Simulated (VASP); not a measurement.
# SiSe3 (P6_3/mmc) in VASP: single point with r2SCAN

Aim: the single point of SiSe3 with r2SCAN.

Program: VASP 6.6.1. These are calculated values, not measurements. Logs are shortened: lines on timing, memory, paths and dates and some standing lists are left out, and cuts for length are marked.

**1. The cell of the first run**

The structure is hexagonal, space group P6_3/mmc (No. 194). The conventional cell has a = 5.522 Å, b = 5.522 Å, c = 7.684 Å, α = 90.00°, β = 90.00°, γ = 120.00°. Si (site symmetry -6m2) has 6 Se at 2.76 Å within 3.6 Å. Se (site symmetry mm2) has 4 Se at 2.75 to 2.77 Å and 2 Si at 2.76 Å within 3.6 Å.

**2. Single point, r2SCAN**

POSCAR

```
SiSe3
1.0
    5.5217456852      0.0000000000      0.0000000000
   -2.7608728426      4.7819720366      0.0000000000
    0.0000000000      0.0000000000      7.6843322198
Si Se
2 6
Direct
    0.3333333333      0.6666666667      0.2500000000
    0.6666666667      0.3333333333      0.7500000000
    0.8327977809      0.6655955617      0.2500000000
    0.1672022191      0.8327977809      0.7500000000
    0.3344044383      0.1672022191      0.2500000000
    0.1672022191      0.3344044383      0.7500000000
    0.8327977809      0.1672022191      0.2500000000
    0.6655955617      0.8327977809      0.7500000000
```

INCAR.step1

```
SYSTEM = SiSe3
PREC = Accurate
ENCUT = 520
ISMEAR = 0
SIGMA = 0.1
LREAL = .False.
LASPH = .True.
NELM = 100
NBANDS = 32
GGA = PE
ALGO = Normal
EDIFF = 1E-4
LWAVE = .True.
LCHARG = .False.
```

INCAR.step2

```
SYSTEM = SiSe3
PREC = Accurate
ENCUT = 520
EDIFF = 1E-7
ISMEAR = 0
SIGMA = 0.1
LREAL = .False.
LASPH = .True.
NELM = 100
ALGO = Normal
ISIF = 2
LWAVE = .False.
LCHARG = .True.
METAGGA = R2SCAN
LMIXTAU = .True.
LELF = .True.
LVHAR = .True.
NBANDS = 32
ISTART = 1
```

KPOINTS

```
regular mesh
0
Gamma
  12 12 6
  0 0 0
```

Potentials or basis: VASP PAW PBE potentials, release 64 (Si, Se).

The run is started by

```
$ cat potpaw_PBE.64/Si/POTCAR potpaw_PBE.64/Se/POTCAR > POTCAR
$ cp INCAR.step1 INCAR
$ mpirun -np 1 vasp_std > vasp.out
$ cp INCAR.step2 INCAR
$ mpirun -np 1 vasp_std > vasp.out
```

OUTCAR:

```text
SYSTEM = SiSe3
   PREC = Accurate
   ENCUT = 520
   EDIFF = 1E-7
   ISMEAR = 0
   LREAL = .False.
   LASPH = .True.
   NELM = 100
   ISIF = 2
   METAGGA = R2SCAN
   ISTART = 1

 ion  position               nearest neighbor table
   1  0.333  0.667  0.250-   5 2.76   3 2.76   7 2.76   7 2.76   5 2.76   3 2.76
   2  0.667  0.333  0.750-   8 2.76   6 2.76   4 2.76   4 2.76   8 2.76   6 2.76
   3  0.833  0.666  0.250-   5 2.75   7 2.75   1 2.76   1 2.76   7 2.77   5 2.77
   4  0.167  0.833  0.750-   6 2.75   8 2.75   2 2.76   2 2.76   6 2.77   8 2.77
   5  0.334  0.167  0.250-   3 2.75   7 2.75   1 2.76   1 2.76   3 2.77   7 2.77
   6  0.167  0.334  0.750-   4 2.75   8 2.75   2 2.76   2 2.76   4 2.77   8 2.77
   7  0.833  0.167  0.250-   3 2.75   5 2.75   1 2.76   1 2.76   3 2.77   5 2.77
   8  0.666  0.833  0.750-   6 2.75   4 2.75   2 2.76   2 2.76   6 2.77   4 2.77

  LATTYP: Found a hexagonal cell.
 ALAT       =     5.5217456852
 C/A-ratio  =     1.3916490650

  Lattice vectors:

 A1 = (   5.5217456852,   0.0000000000,   0.0000000000)
 A2 = (  -2.7608728426,   4.7819720366,   0.0000000000)
 A3 = (   0.0000000000,   0.0000000000,   7.6843322198)

Analysis of symmetry for initial positions (statically):
=====================================================================
 Subroutine PRICEL returns:
 Original cell was already a primitive cell.

 Routine SETGRP: Setting up the symmetry group for a
 hexagonal supercell.

 Subroutine GETGRP returns: Found 24 space group operations
 (whereof 12 operations were pure point group operations)
 out of a pool of 24 trial point group operations.

The static configuration has the point symmetry D_3d.
 The point group associated with its full space group is D_6h.

Analysis of symmetry for dynamics (positions and initial velocities):
=====================================================================
 Subroutine PRICEL returns:
 Original cell was already a primitive cell.

 Routine SETGRP: Setting up the symmetry group for a
 hexagonal supercell.

 Subroutine GETGRP returns: Found 24 space group operations
 (whereof 12 operations were pure point group operations)
 out of a pool of 24 trial point group operations.

The dynamic configuration has the point symmetry D_3d.
 The point group associated with its full space group is D_6h.

 Subroutine INISYM returns: Found 24 space group operations
 (whereof 12 operations are pure point group operations),
 and found     1 'primitive' translations

----------------------------------------------------------------------------------------

                                     Primitive cell

  volume of cell :     202.9035

  direct lattice vectors                    reciprocal lattice vectors
     5.521745685  0.000000000  0.000000000     0.181102147  0.104559373  0.000000000
    -2.760872843  4.781972037  0.000000000     0.000000000  0.209118747  0.000000000
     0.000000000  0.000000000  7.684332220     0.000000000  0.000000000  0.130134925

  length of vectors
     5.521745685  5.521745685  7.684332220     0.209118747  0.209118747  0.130134925

  position of ions in fractional coordinates (direct lattice)
     0.333333333  0.666666667  0.250000000
     0.666666667  0.333333333  0.750000000
     0.832797781  0.665595562  0.250000000
     0.167202219  0.832797781  0.750000000
     0.334404438  0.167202219  0.250000000
     0.167202219  0.334404438  0.750000000
     0.832797781  0.167202219  0.250000000
     0.665595562  0.832797781  0.750000000

  ion indices of the primitive-cell ions
   primitive index   ion index
                 1           1
                 2           2
                 3           3
                 4           4
                 5           5
                 6           6
                 7           7
                 8           8

----------------------------------------------------------------------------------------

 KPOINTS: regular mesh

Automatic generation of k-mesh.
 Grid dimensions read from file:
 generate k-points for:   12   12    6

 Generating k-lattice:

  Cartesian coordinates                     Fractional coordinates (reciprocal lattice)
     0.015091846  0.008713281  0.000000000     0.083333333  0.000000000  0.000000000
     0.000000000  0.017426562  0.000000000     0.000000000  0.083333333  0.000000000
     0.000000000  0.000000000  0.021689154     0.000000000  0.000000000  0.166666667

  Length of vectors
     0.017426562  0.017426562  0.021689154

  Shift w.r.t. Gamma in fractional coordinates (k-lattice)
     0.000000000  0.000000000  0.000000000

 Subroutine IBZKPT returns following result:
 ===========================================

 Found     76 irreducible k-points:

 Following reciprocal coordinates:
            Coordinates               Weight
  0.000000  0.000000  0.000000      1.000000
  0.083333  0.000000  0.000000      6.000000
  0.166667  0.000000  0.000000      6.000000
  0.250000  0.000000  0.000000      6.000000
  0.333333  0.000000  0.000000      6.000000
  0.416667  0.000000  0.000000      6.000000
[... 16 lines left out ...]
  0.250000  0.000000  0.166667     12.000000
  0.333333  0.000000  0.166667     12.000000
 [... further k-points ...]
   k-points           NKPTS =     76   k-points in BZ     NKDIM =     76   number of bands    NBANDS=     32
   number of dos      NEDOS =    301   number of ions     NIONS =      8
   total plane-waves  NPLWV = 105840
   dimension x,y,z NGX =    42 NGY =   42 NGZ =   60
   dimension x,y,z NGXF=    84 NGYF=   84 NGZF=  120
   ions per type =               2   6
   NGX,Y,Z   is equivalent  to a cutoff of  12.65, 12.65, 12.98 a.u.
   NGXF,Y,Z  is equivalent  to a cutoff of  25.29, 25.29, 25.96 a.u.
 SYSTEM =  SiSe3
   PREC   = accura    normal or accurate (medium, high low for compatibility)
   ISTART =      1    job   : 0-new  1-cont  2-samecut
   ICHARG =      0    charge: 1-file 2-atom 10-const
   ISPIN  =      1    spin polarized calculation?
   LNONCOLLINEAR =      F non collinear calculations
   LSORBIT =      F    spin-orbit coupling
   LASPH  =      T    aspherical Exc in radial PAW
   ENCUT  =  520.0 eV  38.22 Ry    6.18 a.u.  10.27 10.27 14.29*2*pi/ulx,y,z
   NELM   =    100;   NELMIN=  2; NELMDL=  0     # of ELM steps
   EDIFF  = 0.1E-06   stopping-criterion for ELM
   LREAL  =      F    real-space projection
   EDIFFG = 0.1E-05   stopping-criterion for IOM
   NSW    =      0    number of steps for IOM
   IBRION =     -1    ionic relax: 0-MD 1-quasi-New 2-CG
   NFREE  =      0    steps in history (QN), initial steepest desc. (CG)
   ISIF   =      2    stress and relaxation
   ISYM   =      2    0-nonsym 1-usesym 2-fastsym
   POTIM  = 0.5000    time-step for ionic-motion
   TEBEG  =    0.0;   TEEND  =   0.0 temperature during run
   PSTRESS=    0.0 pullay stress
   NELECT =      44.0000    total number of electrons
   NUPDOWN=      -1.0000    fix difference up-down
   EMIN   =  10.00;   EMAX   =-10.00  energy-range for DOS
   EFERMI =   0.00;   METHOD = LEGACY
   ISMEAR =     0;   SIGMA  =   0.10  broadening in eV -4-tet -1-fermi 0-gaus
   EFERMI_NEDOS =   21; number of points for ismear=-14 and -15
   IALGO  =     38    algorithm
   IMIX   =      4    mixing-type and parameters
     AMIX     =   0.40;   BMIX     =  1.00
     AMIX_MAG =   1.60;   BMIX_MAG =  1.00
  volume/ion in A,a.u.               =      25.36       171.16
  Fermi-wavevector in a.u.,A,eV,Ry     =   0.983549  1.858638 13.161841  0.967368
  Thomas-Fermi vector in A             =   2.114715
   LORBIT       =      0    0 simple, 1 ext, 2 COOP (PROOUT), +10 PAW based schemes
   METAGGA = R2SCAN    functional components
   LHFCALC =     F    Hartree Fock is set to
   AEXX    =    0.0000 exact exchange contribution
   IVDW    =     0    specifies the selected vdW correction
   LEPSILON=     F    determine dielectric tensor
   LRPA    =     F    only Hartree local field effects (RPA)
 non-spin polarized calculation
 Gauss-broadening in eV      SIGMA  =   0.10
  energy-cutoff  :      520.00
  volume of cell :      202.90
 maximum number of plane-waves:      5488
 NGX is ok and might be reduce to    42
   NGX = 21   NGY = 21   NGZ = 29

 number of electron      44.0000001 magnetization

 Free energy of the ion-electron system (eV)
  ---------------------------------------------------
  ext. energy  EPLUGINS =         0.00000000
  ---------------------------------------------------
  free energy    TOTEN  =       -97.51733534 eV

  energy without entropy =      -97.49664885  energy(sigma->0) =      -97.50699209

 E-fermi :   3.1810     XC(G=0):  -9.5329

 val. band max:        3.1709411901   @ k =   0.4167   0.1667   0.3333
 cond. band min:       3.1812448386   @ k =   0.5000   0.0000   0.3333
 fundamental gap:      0.0103036485
 Fermi energy:         3.1809568302

 k-point     1 :       0.0000    0.0000    0.0000
  band No.  band energies     occupation
      1     -12.8342      2.00000
      2     -12.6025      2.00000
      3      -8.8035      2.00000
      4      -8.8035      2.00000
      5      -8.7062      2.00000
      6      -8.7062      2.00000
[... 24 lines left out ...]
     31       8.7955      0.00000
     32       9.4650      0.00000

 k-point     2 :       0.0833    0.0000    0.0000
  band No.  band energies     occupation
      1     -12.7951      2.00000
      2     -12.5643      2.00000
      3      -8.9405      2.00000
      4      -8.8338      2.00000
      5      -8.8275      2.00000
      6      -8.7218      2.00000
[... 24 lines left out ...]
     31       8.9532      0.00000
     32       9.5312      0.00000
[... 733 lines left out ...]
     31       8.4066      0.00000
     32       9.4159      0.00000

 k-point    24 :       0.3333    0.0000    0.1667
  band No.  band energies     occupation
      1     -12.2208      2.00000
      2     -12.0405      2.00000
      3     -10.2464      2.00000
      4     -10.1110      2.00000
      5      -9.0286      2.00000
      6      -8.8921      2.00000
[... 24 lines left out ...]
     31       8.5779      0.00000
     32       9.2450      0.00000

 [... further k-points ...]
[... 5 lines left out ...]
  --------------------------------------------------------------------------------------
  -------------------------------------------------------------------------------------
  Total       -0.0323055     -0.0323055     -0.0144729      0.0000000     -0.0000000      0.0000000
  in kB       -0.2550920     -0.2550920     -0.1142814      0.0000000     -0.0000000      0.0000000
  external PRESSURE =      -0.2081551 kB  Pullay stress =       0.0000000 kB

 VOLUME and BASIS-vectors are now :
 -----------------------------------------------------------------------------
  energy-cutoff  :      520.00
  volume of cell :      202.90
      direct lattice vectors                 reciprocal lattice vectors
     5.521745685  0.000000000  0.000000000     0.181102147  0.104559373  0.000000000
    -2.760872843  4.781972037  0.000000000     0.000000000  0.209118747  0.000000000
     0.000000000  0.000000000  7.684332220     0.000000000  0.000000000  0.130134925

 POSITION                                       TOTAL-FORCE (eV/Angst)
 -----------------------------------------------------------------------------------
     -0.00000      3.18798      1.92108        -0.000000      0.000000      0.000000
      2.76087      1.59399      5.76325        -0.000000      0.000000      0.000000
      2.76087      3.18286      1.92108        -0.000000      0.000887      0.000000
     -1.37600      3.98242      5.76325        -0.000768      0.000443      0.000000
      1.38487      0.79956      1.92108        -0.000768     -0.000443     -0.000000
     -0.00000      1.59911      5.76325         0.000000     -0.000887     -0.000000
      4.13687      0.79956      1.92108         0.000768     -0.000443     -0.000000
      1.37600      3.98242      5.76325         0.000768      0.000443      0.000000
 -----------------------------------------------------------------------------------
    total drift:                               -0.000000      0.000000      0.000000

  FREE ENERGIE OF THE ION-ELECTRON SYSTEM (eV)
  ---------------------------------------------------
  free  energy   TOTEN  =       -97.5173353390 eV

  energy  without entropy=      -97.4966488495  energy(sigma->0) =      -97.50699209
```

Run time: 22 min. Hardware: 1 thread of AMD EPYC 9R45 (Zen 5), shared host; peak memory 0.58 GiB.

Results:

* Free energy: -97.5173 eV
* Pressure: 0.0 GPa
* Band gap on the k mesh: zero (bands 22 and 23 overlap by 2.49 eV)

Caveat: the PAW data sets were made with another functional, which shifts forces and pressure a little.
